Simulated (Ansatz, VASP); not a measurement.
**One calculation of SiC, two programs**

INCAR

```
SYSTEM = SiC
PREC = Accurate
ENCUT = 520
EDIFF = 1E-6
ISMEAR = -1
SIGMA = 0.02
LREAL = .FALSE.
LASPH = .TRUE.
NELM = 60
ALGO = Normal
ISIF = 2
LWAVE = .FALSE.
LCHARG = .FALSE.
GGA = PE
NBANDS = 16
```

File KPOINTS:

```
regular mesh
0
G
  12 12 6
  0 0 0
```

POSCAR

```
SiC
1.0
    3.0753564100      0.0000000000      0.0000000000
   -1.5376782050      2.7184678480      0.0000000000
    0.0000000000      0.0000000000      5.0481087359
Si C
2 2
Direct
    0.3334038428      0.6668076856      0.4991215363
    0.6665961572      0.3331923144      0.9991215363
    0.3348616427      0.6697232855      0.8758784637
    0.6651383573      0.3302767145      0.3758784637
```

Input for Ansatz:

```yaml
crystal:
  lattice:
    - [3.07535641, 0.0, 0.0]
    - [-1.537678205, 2.718467848, 0.0]
    - [0.0, 0.0, 5.0481087359]
  atoms:
    - { symbol: Si, position: [0.3334038428, 0.6668076856, 0.4991215363] }
    - { symbol: Si, position: [0.6665961572, 0.3331923144, 0.9991215363] }
    - { symbol: C, position: [0.3348616427, 0.6697232855, 0.8758784637] }
    - { symbol: C, position: [0.6651383573, 0.3302767145, 0.3758784637] }
kpoints:
  mp_grid: { grid: [12, 12, 6] }
  band_path:
    path:
      - [0.0, 0.0, 0.0]
      - [0.5, 0.0, 0.0]
      - [0.3333333333, 0.3333333333, 0.0]
      - [0.0, 0.0, 0.5]
      - [0.5, 0.0, 0.5]
      - [0.3333333333, 0.3333333333, 0.5]
      - [0.338542, 0.330729, 0.0]
    npoints: 1
hamiltonian:
  xc: pbe
scf:
  occupations: { method: fermi_dirac, width: 0.02 }
  n_extra_bands: 5
output:
  forces: true
  stress: true
  eigenvalues: true
```

Change from the starting cell: uniaxial_y strain +2.1%.

Alike in both runs: task single point; functional PBE; k mesh 12 × 12 × 6; occupations fermi-dirac, width 0.02 eV; no spin polarisation.

```csv
,VASP,Ansatz
version,VASP 6.6.1,Ansatz 0.2.0
potentials or method,"VASP PAW PBE potentials, release 64 (Si, C)","plane waves, PAW"
plane-wave cutoff (eV),520,420
valence electrons in the cell,16,16
```

```tsv
	VASP	Ansatz	Ansatz less VASP
gap on the k mesh at the Fermi level (eV)	2.30	2.30	+0.003
pressure (GPa)	-1.0	-1.0	+0.05
traceless stress, the component that is largest in VASP (GPa)	-5.72	-5.69	+0.029
rms of the force components (eV/Å)	0.009	0.009	0.0000
```

Atom by atom the forces differ by 0.000 eV/Å (rms over components). With one functional, cell and mesh, what is left measures potentials, basis and numerics.
